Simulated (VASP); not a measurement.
Runs of VASP 6.6.1 on TlCl. Symmetry: Pm-3m, No. 221, cubic system. The conventional cell has a = 3.794 Å, b = 3.794 Å, c = 3.794 Å, α = 90.00°, β = 90.00°, γ = 90.00°. Tl (site symmetry m-3m) has 8 Cl at 3.29 Å and 6 Tl at 3.79 Å within 4.3 Å. Within 4.3 Å of Cl (site symmetry m-3m) lie 8 Tl at 3.29 Å and 6 Cl at 3.79 Å. 

```tsv
level	smearing	share of exact exchange	screening parameter	gap on the mesh (eV)	pressure (GPa)
HSE06	fermi-dirac 0.001 eV	0.25	0.2079 1/Å	2.74	1.9
PBE-based screened hybrid with 5 % exact exchange	gaussian 0.01 eV	0.05	0.2078 1/Å	2.14	2.2
PBE-based screened hybrid with 20 % exact exchange	gaussian 0.01 eV	0.2	0.3 1/Å	(a)	(b)
PBE-based screened hybrid with 75 % exact exchange	gaussian 0.01 eV	0.75	0.5 1/Å	2.98	1.4
HSE06	gaussian 0.01 eV	0.25	0.2079 1/Å	2.74	1.9
```

Alike in all rows: task single point; potentials or basis VASP PAW PBE potentials, release 64 (Tl_d, Cl); no spin polarisation; cell as given; k mesh 4 × 4 × 4; cutoff (eV) 400.

Question: Fill in the values left out.

Answer: (a) 2.45; (b) 2.0.

Caveats: the PAW data sets were made with another functional, which shifts forces and pressure a little; spin-orbit coupling is left out, which moves the levels of the heavy elements.

A k mesh can miss the band edges, and the runs leave out spin-orbit coupling on Tl.
